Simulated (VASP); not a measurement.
# HgTe (Coloradoite) (F-43m) in VASP: notebook

Aim: see how the results for HgTe (Coloradoite) move with the level of theory and the settings. Levels: BLYP, revPBE+D3(BJ). Tasks: single point.

Program: VASP 6.6.1. These are calculated values, not measurements. Logs are shortened: lines on timing, memory, paths and dates and some standing lists are left out, and cuts for length are marked.

### 1 The cell of the first run

It takes space group F-43m (No. 216, cubic). Conventional cell: a = 6.429 Å, b = 6.429 Å, c = 6.429 Å, α = 90.00°, β = 90.00°, γ = 90.00°. Within 3.7 Å of Hg (site symmetry -43m) lie 4 Te at 2.78 Å. Te (site symmetry -43m) has 4 Hg at 2.78 Å within 3.7 Å.

### 2 Single point, BLYP

File INCAR:

```
PREC = Accurate
ENCUT = 520
EDIFF = 1E-6
ISMEAR = -1
SIGMA = 0.05
LREAL = False
LASPH = True
NELM = 80
ALGO = Normal
ISIF = 2
LWAVE = False
LCHARG = False
GGA = B5
ALDAX = 1.0
AGGAX = 1.0
AGGAC = 1.0
ALDAC = 0.0
NBANDS = 16
```

File KPOINTS:

```
regular mesh
0
Gamma
  7 7 7
```

File POSCAR:

```
HgTe
1.0
    0.0000000000      3.2145000000      3.2145000000
    3.2145000000      0.0000000000      3.2145000000
    3.2145000000      3.2145000000      0.0000000000
Hg Te
1 1
Direct
    0.0000000000      0.0000000000      0.0000000000
    0.7500000000      0.7500000000      0.7500000000
```

Potentials or basis: VASP PAW PBE potentials, release 64 (Hg, Te).

Command:

```bash
cat potpaw_PBE.64/Hg/POTCAR potpaw_PBE.64/Te/POTCAR > POTCAR
mpirun -np 1 vasp_std > vasp.out
```

OUTCAR:

```text
PREC = Accurate
   ENCUT = 520
   EDIFF = 1E-6
   ISMEAR = -1
   LREAL = False
   LASPH = True
   NELM = 80
   ISIF = 2
   GGA = B5

 ion  position               nearest neighbor table
   1  0.000  0.000  0.000-   2 2.78   2 2.78   2 2.78   2 2.78
   2  0.750  0.750  0.750-   1 2.78   1 2.78   1 2.78   1 2.78

  LATTYP: Found a face centered cubic cell.
 ALAT       =     6.4290000000

  Lattice vectors:

 A1 = (   0.0000000000,   3.2145000000,   3.2145000000)
 A2 = (   3.2145000000,   0.0000000000,   3.2145000000)
 A3 = (   3.2145000000,   3.2145000000,   0.0000000000)

Analysis of symmetry for initial positions (statically):
=====================================================================
 Subroutine PRICEL returns:
 Original cell was already a primitive cell.

 Routine SETGRP: Setting up the symmetry group for a
 face centered cubic supercell.

 Subroutine GETGRP returns: Found 24 space group operations
 (whereof 24 operations were pure point group operations)
 out of a pool of 48 trial point group operations.

The static configuration has the point symmetry T_d .

Analysis of symmetry for dynamics (positions and initial velocities):
=====================================================================
 Subroutine PRICEL returns:
 Original cell was already a primitive cell.

 Routine SETGRP: Setting up the symmetry group for a
 face centered cubic supercell.

 Subroutine GETGRP returns: Found 24 space group operations
 (whereof 24 operations were pure point group operations)
 out of a pool of 48 trial point group operations.

The dynamic configuration has the point symmetry T_d .

 Subroutine INISYM returns: Found 24 space group operations
 (whereof 24 operations are pure point group operations),
 and found     1 'primitive' translations

----------------------------------------------------------------------------------------

                                     Primitive cell

  volume of cell :      66.4309

  direct lattice vectors                    reciprocal lattice vectors
     0.000000000  3.214500000  3.214500000    -0.155545186  0.155545186  0.155545186
     3.214500000  0.000000000  3.214500000     0.155545186 -0.155545186  0.155545186
     3.214500000  3.214500000  0.000000000     0.155545186  0.155545186 -0.155545186

  length of vectors
     4.545989496  4.545989496  4.545989496     0.269412165  0.269412165  0.269412165

  position of ions in fractional coordinates (direct lattice)
     0.000000000  0.000000000  0.000000000
     0.750000000  0.750000000  0.750000000

  ion indices of the primitive-cell ions
   primitive index   ion index
                 1           1
                 2           2

----------------------------------------------------------------------------------------

 KPOINTS: regular mesh

Automatic generation of k-mesh.
 Grid dimensions read from file:
 generate k-points for:    7    7    7

 Generating k-lattice:

  Cartesian coordinates                     Fractional coordinates (reciprocal lattice)
    -0.022220741  0.022220741  0.022220741     0.142857143  0.000000000  0.000000000
     0.022220741 -0.022220741  0.022220741     0.000000000  0.142857143  0.000000000
     0.022220741  0.022220741 -0.022220741     0.000000000  0.000000000  0.142857143

  Length of vectors
     0.038487452  0.038487452  0.038487452

  Shift w.r.t. Gamma in fractional coordinates (k-lattice)
     0.000000000  0.000000000  0.000000000

 Subroutine IBZKPT returns following result:
 ===========================================

 Found     20 irreducible k-points:

 Following reciprocal coordinates:
            Coordinates               Weight
  0.000000  0.000000  0.000000      1.000000
  0.142857  0.000000  0.000000      8.000000
  0.285714  0.000000  0.000000      8.000000
  0.428571  0.000000  0.000000      8.000000
  0.142857  0.142857  0.000000      6.000000
  0.285714  0.142857  0.000000     24.000000
[... 12 lines left out ...]
 -0.428571  0.428571  0.142857     24.000000
 -0.285714  0.428571  0.142857     24.000000
   k-points           NKPTS =     20   k-points in BZ     NKDIM =     20   number of bands    NBANDS=     16
   number of dos      NEDOS =    301   number of ions     NIONS =      2
   total plane-waves  NPLWV =  46656
   dimension x,y,z NGX =    36 NGY =   36 NGZ =   36
   dimension x,y,z NGXF=    72 NGYF=   72 NGZF=   72
   ions per type =               1   1
   NGX,Y,Z   is equivalent  to a cutoff of  13.17, 13.17, 13.17 a.u.
   NGXF,Y,Z  is equivalent  to a cutoff of  26.33, 26.33, 26.33 a.u.
 SYSTEM =  unknown system
   PREC   = accura    normal or accurate (medium, high low for compatibility)
   ISTART =      0    job   : 0-new  1-cont  2-samecut
   ICHARG =      2    charge: 1-file 2-atom 10-const
   ISPIN  =      1    spin polarized calculation?
   LNONCOLLINEAR =      F non collinear calculations
   LSORBIT =      F    spin-orbit coupling
   LASPH  =      T    aspherical Exc in radial PAW
   ENCUT  =  520.0 eV  38.22 Ry    6.18 a.u.   8.45  8.45  8.45*2*pi/ulx,y,z
   NELM   =     80;   NELMIN=  2; NELMDL= -5     # of ELM steps
   EDIFF  = 0.1E-05   stopping-criterion for ELM
   LREAL  =      F    real-space projection
   EDIFFG = 0.1E-04   stopping-criterion for IOM
   NSW    =      0    number of steps for IOM
   IBRION =     -1    ionic relax: 0-MD 1-quasi-New 2-CG
   NFREE  =      0    steps in history (QN), initial steepest desc. (CG)
   ISIF   =      2    stress and relaxation
   ISYM   =      2    0-nonsym 1-usesym 2-fastsym
   POTIM  = 0.5000    time-step for ionic-motion
   TEBEG  =    0.0;   TEEND  =   0.0 temperature during run
   PSTRESS=    0.0 pullay stress
   NELECT =      18.0000    total number of electrons
   NUPDOWN=      -1.0000    fix difference up-down
   EMIN   =  10.00;   EMAX   =-10.00  energy-range for DOS
   EFERMI =   0.00;   METHOD = LEGACY
   ISMEAR =    -1;   SIGMA  =   0.05  broadening in eV -4-tet -1-fermi 0-gaus
   EFERMI_NEDOS =   21; number of points for ismear=-14 and -15
   IALGO  =     38    algorithm
   IMIX   =      4    mixing-type and parameters
     AMIX     =   0.40;   BMIX     =  1.00
     AMIX_MAG =   1.60;   BMIX_MAG =  1.00
  volume/ion in A,a.u.               =      33.22       224.15
  Fermi-wavevector in a.u.,A,eV,Ry     =   1.059357  2.001894 15.268958  1.122237
  Thomas-Fermi vector in A             =   2.194699
   LORBIT       =      0    0 simple, 1 ext, 2 COOP (PROOUT), +10 PAW based schemes
   GGA     = B5    functional components
   LHFCALC =     F    Hartree Fock is set to
   AEXX    =    0.0000 exact exchange contribution
   IVDW    =     0    specifies the selected vdW correction
   LEPSILON=     F    determine dielectric tensor
   LRPA    =     F    only Hartree local field effects (RPA)
 non-spin polarized calculation
  energy-cutoff  :      520.00
  volume of cell :       66.43
 maximum number of plane-waves:      1808
 NGX is ok and might be reduce to    36
   NGX = 17   NGY = 17   NGZ = 17

 number of electron      18.0000000 magnetization

 Free energy of the ion-electron system (eV)
  ---------------------------------------------------
  ext. energy  EPLUGINS =         0.00000000
  ---------------------------------------------------
  free energy    TOTEN  =        -2.41545144 eV

  energy without entropy =       -2.41476014  energy(sigma->0) =       -2.41510579

 E-fermi :   3.7533     XC(G=0):  -8.3064

 val. band max:        3.7125842548   @ k =   0.0000   0.0000   0.0000
 cond. band min:       4.4282325485   @ k =   0.4286   0.0000   0.0000
 fundamental gap:      0.7156482937
 Fermi energy:         3.7533232409

 k-point     1 :       0.0000    0.0000    0.0000
  band No.  band energies     occupation
      1      -8.4080      2.00000
      2      -3.7676      2.00000
      3      -3.7676      2.00000
      4      -3.7676      2.00000
      5      -3.2213      2.00000
      6      -3.2213      2.00000
[... 8 lines left out ...]
     15      13.3972      0.00000
     16      13.3972      0.00000

 k-point     2 :       0.1429    0.0000    0.0000
  band No.  band energies     occupation
      1      -8.3065      2.00000
      2      -3.7393      2.00000
      3      -3.7393      2.00000
      4      -3.7277      2.00000
      5      -3.2240      2.00000
      6      -3.2240      2.00000
[... 8 lines left out ...]
     15      12.4788      0.00000
     16      12.4788      0.00000

 k-point     3 :       0.2857    0.0000    0.0000
  band No.  band energies     occupation
      1      -8.0648      2.00000
      2      -3.6819      2.00000
      3      -3.6819      2.00000
      4      -3.5357      2.00000
      5      -3.2202      2.00000
      6      -3.2202      2.00000
[... 8 lines left out ...]
     15      12.4425      0.00000
     16      12.4425      0.00000

 k-point     4 :       0.4286    0.0000    0.0000
  band No.  band energies     occupation
      1      -7.8565      2.00000
      2      -3.6450      2.00000
      3      -3.6450      2.00000
      4      -3.2037      2.00000
      5      -3.2037      2.00000
      6      -3.0773      2.00000
[... 8 lines left out ...]
     15      13.4877      0.00000
     16      13.4877      0.00000
[... 248 lines left out ...]
 k-point    18 :      -0.4286    0.2857    0.1429
  band No.  band energies     occupation
      1      -7.7262      2.00000
      2      -3.5876      2.00000
      3      -3.5562      2.00000
      4      -3.2969      2.00000
      5      -3.2099      2.00000
      6      -2.9087      2.00000
[... 8 lines left out ...]
     15      13.7247      0.00000
     16      14.4304      0.00000

 k-point    19 :      -0.4286    0.4286    0.1429
  band No.  band energies     occupation
      1      -7.6554      2.00000
      2      -3.5587      2.00000
      3      -3.4880      2.00000
      4      -3.3742      2.00000
      5      -3.1885      2.00000
      6      -2.8033      2.00000
[... 8 lines left out ...]
     15      14.5420      0.00000
     16      14.9399      0.00000

 k-point    20 :      -0.2857    0.4286    0.1429
  band No.  band energies     occupation
      1      -7.6376      2.00000
      2      -3.5522      2.00000
      3      -3.4980      2.00000
      4      -3.2918      2.00000
      5      -3.2347      2.00000
      6      -2.6491      2.00000
[... 8 lines left out ...]
     15      13.9200      0.00000
     16      15.6826      0.00000

------------------------ aborting loop because EDIFF is reached ----------------------------------------

  FORCE on cell =-STRESS in cart. coord.  units (eV):
  Direction    XX          YY          ZZ          XY          YZ          ZX
  --------------------------------------------------------------------------------------
  -------------------------------------------------------------------------------------
  Total        3.3889885      3.3889885      3.3889885      0.0000000      0.0000000     -0.0000000
  in kB       81.7354377     81.7354377     81.7354377      0.0000000      0.0000000     -0.0000000
  external PRESSURE =      81.7354377 kB  Pullay stress =       0.0000000 kB

 VOLUME and BASIS-vectors are now :
 -----------------------------------------------------------------------------
  energy-cutoff  :      520.00
  volume of cell :       66.43
      direct lattice vectors                 reciprocal lattice vectors
     0.000000000  3.214500000  3.214500000    -0.155545186  0.155545186  0.155545186
     3.214500000  0.000000000  3.214500000     0.155545186 -0.155545186  0.155545186
     3.214500000  3.214500000  0.000000000     0.155545186  0.155545186 -0.155545186

 POSITION                                       TOTAL-FORCE (eV/Angst)
 -----------------------------------------------------------------------------------
      0.00000      0.00000      0.00000         0.000000     -0.000000      0.000000
      4.82175      4.82175      4.82175        -0.000000      0.000000     -0.000000
 -----------------------------------------------------------------------------------
    total drift:                               -0.000000     -0.000000     -0.000000

  FREE ENERGIE OF THE ION-ELECTRON SYSTEM (eV)
  ---------------------------------------------------
  free  energy   TOTEN  =        -2.4154514428 eV

  energy  without entropy=       -2.4147601372  energy(sigma->0) =       -2.41510579
```

Wall time 26 s (1 thread of Intel Xeon Platinum 8375C at 2.90GHz (Ice Lake), shared host); peak memory 0.2 GiB.

Results:

| Property | Result |
| --- | --- |
| Free energy | -2.4155 eV |
| Pressure | 8.2 GPa |
| Band gap on the k mesh | zero (filled and empty bands touch) |

Caveat: the PAW data sets were made with another functional, which shifts forces and pressure a little; spin-orbit coupling is left out, which moves the levels of the heavy elements.

### 3 Single point, revPBE+D3(BJ)

This run uses another cell than the first one, of 34.60 Å³/atom, 1.042 times its volume.

File INCAR:

```
SYSTEM = HgTe
  PREC = Accurate
  ENCUT = 520
  EDIFF = 1E-6
  ISMEAR = -1
  SIGMA = 0.05
  LREAL = .False.
  LASPH = .True.
  NELM = 60
  ALGO = Normal
  ISIF = 2
  LWAVE = .False.
  LCHARG = .True.
  GGA = RE
  IVDW = 12
  LELF = .True.
  LVHAR = .True.
  NBANDS = 16
```

File KPOINTS:

```
regular mesh
0
Gamma
  7 7 7
  0 0 0
```

File POSCAR:

```
HgTe
1.0
    0.0000000000      3.2584613830      3.2584613830
    3.2584613830      0.0000000000      3.2584613830
    3.2584613830      3.2584613830      0.0000000000
Hg Te
1 1
Direct
    0.0000000000      0.0000000000      0.0000000000
    0.7500000000      0.7500000000      0.7500000000
```

Potentials or basis: VASP PAW PBE potentials, release 64 (Hg, Te).

Command:

```bash
cat potpaw_PBE.64/Hg/POTCAR potpaw_PBE.64/Te/POTCAR > POTCAR
mpirun -np 1 vasp_std > vasp.out
```

Run time: 18 s. Hardware: 1 thread of Intel Xeon Platinum 8375C at 2.90GHz (Ice Lake), shared host; peak memory 0.21 GiB.

Results (log left out):

```
Free energy                : -4.2812 eV
Pressure                   : 0.0 GPa
Band gap on the k mesh     : zero (filled and empty bands touch)
Dispersion energy per atom : -0.662 eV
```

Levels at points of the mesh, in eV from the Fermi level:
| k point | band 6 | band 7 | band 8 | band 9 | band 10 | band 11 | band 12 | band 13 |
| --- | --- | --- | --- | --- | --- | --- | --- | --- |
| (0.00, 0.00, 0.00) | -6.76 | -0.76 | -0.04 | -0.04 | -0.04 | 4.27 | 4.27 | 4.27 |

Caveat: the PAW data sets were made with another functional, which shifts forces and pressure a little; spin-orbit coupling is left out, which moves the levels of the heavy elements; pairwise dispersion overbinds metals, which lowers pressure and volume.
